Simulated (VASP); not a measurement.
**Al: single point with LDA**

Al:

```xyz
2
Lattice="2.8125 0.0000 0.0000 -1.4062 2.4357 0.0000 0.0000 0.0000 4.8669" Properties=species:S:1:pos:R:3 pbc="T T T"
Al    1.4062    0.8119    3.6501
Al    0.0000    1.6238    1.2167
```

```yaml
Program: VASP 6.6.1
Task: single point
Functional: LDA
Potentials_or_basis: VASP PAW LDA potentials, release 64 (Al)
Cutoff: 520 eV
k_mesh: 14 × 14 × 7
Occupations: gaussian, width 0.1 eV
Spin: no spin polarisation
```

The pressure is -3.0 GPa. The band gap on the k mesh is zero (band 3 reaches 10.17 eV, above the bottom of band 4 at 4.85 eV).

Stress tensor (GPa, compression positive):
```
-2.45  0.00  0.00
 0.00 -2.45  0.00
 0.00  0.00 -4.13
```

Levels at points of the mesh, in eV from the Fermi level:
```csv
k point,band 1,band 2,band 3,band 4,band 5,band 6,band 7
"(0.00, 0.00, 0.00)",-10.97,-5.02,-4.72,11.19,11.37,11.37,11.67
"(0.50, 0.00, 0.00)",-4.96,-4.83,0.64,0.69,1.35,1.56,6.24
```

Run time: 24 s on 1 thread of Intel(R) Xeon(R) Platinum 8259CL CPU @ 2.50GHz (Skylake/Cascade Lake), on a shared host, peak memory 0.14 GiB.
